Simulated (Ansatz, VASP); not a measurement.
## One calculation of SnO2, two programs

```
CELL_PARAMETERS angstrom
0.00000 2.52160 2.52160
2.52160 0.00000 2.52160
2.52160 2.52160 0.00000
ATOMIC_POSITIONS crystal
Sn 0.00000 0.00000 0.00000
O 0.75000 0.75000 0.75000
O 0.25000 0.25000 0.25000
```

Change from the starting cell: volume scaled by 0.94.

Alike in both runs: task single point; functional PBEsol; k mesh 9 × 9 × 9; occupations fermi-dirac, width 0.05 eV; no spin polarisation.

|  | VASP | Ansatz |
| --- | --- | --- |
| version | VASP 6.6.1 | Ansatz 0.2.0 |
| potentials or method | VASP PAW PBE potentials, release 64 (Sn_d, O), cutoff 520 eV | all-electron LAPW, scalar-relativistic |

|  | VASP | Ansatz | Ansatz less VASP |
| --- | --- | --- | --- |
| gap on the k mesh at the Fermi level (eV) | 0.43 | 0.44 | +0.009 |
| least direct gap on the mesh (eV) | 1.79 | 1.80 | +0.006 |
| pressure (GPa) | 6.0 | 5.3 | -0.74 |

VASP's potentials were made for PBE, not for PBEsol. Ansatz ran all-electron here, and VASP with PAW potentials.
